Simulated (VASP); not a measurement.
Here is a VASP 6.6.1 calculation.

The input INCAR:

```
SYSTEM = Hg
ALGO = Normal ; EDIFF = 1E-6
ENCUT = 520 ; GGA = PE
ISIF = 2 ; ISMEAR = -1
LASPH = .TRUE. ; LCHARG = .FALSE.
LREAL = .FALSE. ; LWAVE = .FALSE.
NBANDS = 12 ; NELM = 100
PREC = Accurate ; SIGMA = 0.1
```

Contents of KPOINTS:

```
k-points
0
G
  11 11 11
  0 0 0
```

File POSCAR:

```
Hg
1.0
    3.1747761485      0.0000000000      0.0000000000
    0.0000000000      3.1747761485      0.0000000000
    0.0000000000      0.0000000000      3.1747761485
Hg
1
Direct
    0.0000000000      0.0000000000      0.0000000000
```

Potentials or basis: VASP PAW PBE potentials, release 64 (Hg).

Run with:

```bash
$ cat potpaw_PBE.64/Hg/POTCAR > POTCAR
$ mpirun -np 1 vasp_std > vasp.out
```

Q: Predict the band gap on the k mesh.

A: Zero (band 6 reaches 2.95 eV, above the bottom of band 7 at 0.19 eV).

Q: What does it give for the pressure?

A: -0.6 GPa.

Caveat: spin-orbit coupling is left out, which moves the levels of the heavy elements.
